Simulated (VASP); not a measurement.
ScSn3O8 (a cell with a defect), 12 atoms in the cell. The cell holds a defect, 12 atoms: a = 4.769 Å, b = 4.769 Å, c = 6.424 Å, α = 90.00°, β = 90.00°, γ = 90.00°. 

```yaml
Program: VASP 6.6.1
Task: single point
Functional: PBEsol
Potentials_or_basis: VASP PAW PBE potentials, release 64 (Sn_d, Sc_sv, O)
Cutoff: 520 eV
k_mesh: 2 × 2 × 2
Occupations: fermi-dirac, width 0.05 eV
Spin: no spin polarisation
Dipole_correction: no
Charge: -1
Further_INCAR_settings: ALGO = Normal; EDIFF = 1e-06; NBANDS = 62; NELECT = 102.0
```

Potentials or basis: VASP PAW PBE potentials, release 64 (Sn_d, Sc_sv, O).

The run is started by

```bash
$ cat potpaw_PBE.64/Sn_d/POTCAR potpaw_PBE.64/Sc_sv/POTCAR potpaw_PBE.64/O/POTCAR > POTCAR
$ mpirun -np 1 vasp_std > vasp.out
```

Hardware: 1 thread of Intel(R) Xeon(R) 6975P-C (Granite Rapids), with other jobs on the host.

Task: Estimate the wall time of this run.

Result: It took 50 s on 1 thread of Intel(R) Xeon(R) 6975P-C (Granite Rapids), on a shared host, peak memory 0.25 GiB. Counts: scf iterations 16, k points 8.
